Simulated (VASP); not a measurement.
A run of VASP 6.6.1 is set up as follows.

File INCAR:

```
SYSTEM = SnTe
ALGO = Normal ; EDIFF = 1E-6
ENCUT = 500 ; GGA = PE
GGA_COMPAT = .False. ; ISIF = 2
ISMEAR = -1 ; LASPH = .True.
LCHARG = .False. ; LREAL = .False.
LWAVE = .False. ; NBANDS = 17
NELM = 120 ; PREC = Accurate
SIGMA = 0.02
```

File KPOINTS:

```
k-points
0
Gamma
  6 6 6
  0 0 0
```

The input POSCAR:

```
SnTe
1.0
    3.8918236295      0.0000000000      0.0000000000
    0.0000000000      3.8918236295      0.0000000000
    0.0000000000      0.0000000000      3.8918236295
Sn Te
1 1
Direct
    0.0000000000      0.0000000000      0.0000000000
    0.5000000000      0.5000000000      0.5000000000
```

Potentials or basis: VASP PAW PBE potentials, release 64 (Sn_d, Te).

Run with:

```bash
$ cat potpaw_PBE.64/Sn_d/POTCAR potpaw_PBE.64/Te/POTCAR > POTCAR
$ mpirun -np 1 vasp_std > vasp.out
```

(1) Estimate the band gap on the k mesh.

(2) Predict the pressure.

Results:

(1) zero (bands 10 and 11 overlap by 1.80 eV).

(2) 0.2 GPa.

Caveat: the structure was generated, so it needn't be the stable form of SnTe; spin-orbit coupling is left out, which moves the levels of the heavy elements.
